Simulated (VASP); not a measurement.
The system is MgO.

```
CELL_PARAMETERS angstrom
0.00000 2.12460 2.12460
2.12460 0.00000 2.12460
2.12460 2.12460 0.00000
ATOMIC_POSITIONS crystal
Mg 0.00000 0.00000 0.00000
O 0.50000 0.50000 0.50000
```

Base run:

| Item | Value |
| --- | --- |
| Program | VASP 6.6.1 |
| Functional | PBE |
| Potentials or basis | VASP PAW PBE potentials, release 64 (Mg, O) |
| Cutoff | 520 eV |
| k mesh | 11 × 11 × 11 |
| Occupations | fermi-dirac, width 0.05 eV |
| Spin | no spin polarisation |

Its results: band gap on the k mesh 4.47 eV, direct; pressure -0.3 GPa.

Question: The run is repeated on the same cell with these changes: functional from PBE to PBEsol. What comes out?

Answer: Band gap on the k mesh 4.38 eV, direct; pressure -4.3 GPa.

PBEsol binds more tightly than PBE, so the same cell stands under less pressure.

Caveats: the PAW data sets were made with another functional, which shifts forces and pressure a little (some runs).

